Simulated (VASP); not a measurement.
The system is In2CuO4.

```
In Cu O
1.0
    -1.97850    1.97850    6.04000
     1.97850   -1.97850    6.04000
     1.97850    1.97850   -6.04000
In Cu O
2 1 4
Direct
  0.35290 0.35290 0.00000
  0.64710 0.64710 0.00000
  0.00000 0.00000 0.00000
  0.50000 0.00000 0.50000
  0.00000 0.50000 0.50000
  0.75000 0.25000 0.50000
  0.25000 0.75000 0.50000
```

- Program: VASP 6.6.1
- Task: relaxation of cell and atoms
- Functional: PBE
- Potentials or basis: VASP PAW PBE potentials, release 64 (In_d, Cu, O)
- Cutoff: 600 eV
- k mesh: 7 × 7 × 7
- Occupations: fermi-dirac, width 0.1 eV
- Spin: no spin polarisation

At the start: pressure -13.9 GPa; volume 13.51 Å³/atom.

How do energy, volume and symmetry change on relaxing?

Over 8 steps the energy falls by 96.7 meV/atom and the volume is 11.97 Å³/atom (-11.4 %); space group I4/mmm (No. 139, to 0.1 Å) before and after.

Step by step:
```csv
step,energy change (eV),largest force (eV/Å),pressure (GPa),volume (Å³)
1,0.0000,1.5545,-13.87,94.57
2,-0.4858,0.3209,10.86,79.45
3,-0.6258,0.4951,0.83,83.75
4,-0.6758,0.0126,0.24,83.76
5,-0.6764,0.0475,0.17,83.76
6,-0.6765,0.0105,-0.22,83.91
7,-0.6766,0.0138,-0.10,83.84
8,-0.6766,0.0009,-0.03,83.79
```

Final structure:
```
In Cu O
1.0
    -1.92117    1.92117    5.67545
     1.92117   -1.92117    5.67545
     1.92117    1.92117   -5.67545
In Cu O
2 1 4
Direct
  0.34631 0.34631 0.00000
  0.65369 0.65369 0.00000
  0.00000 0.00000 0.00000
  0.50000 0.00000 0.50000
  0.00000 0.50000 0.50000
  0.75000 0.25000 0.50000
  0.25000 0.75000 0.50000
```

Caveat: an odd number of electrons without spin polarisation forces a metal; a magnetic or distorted state may lie lower.
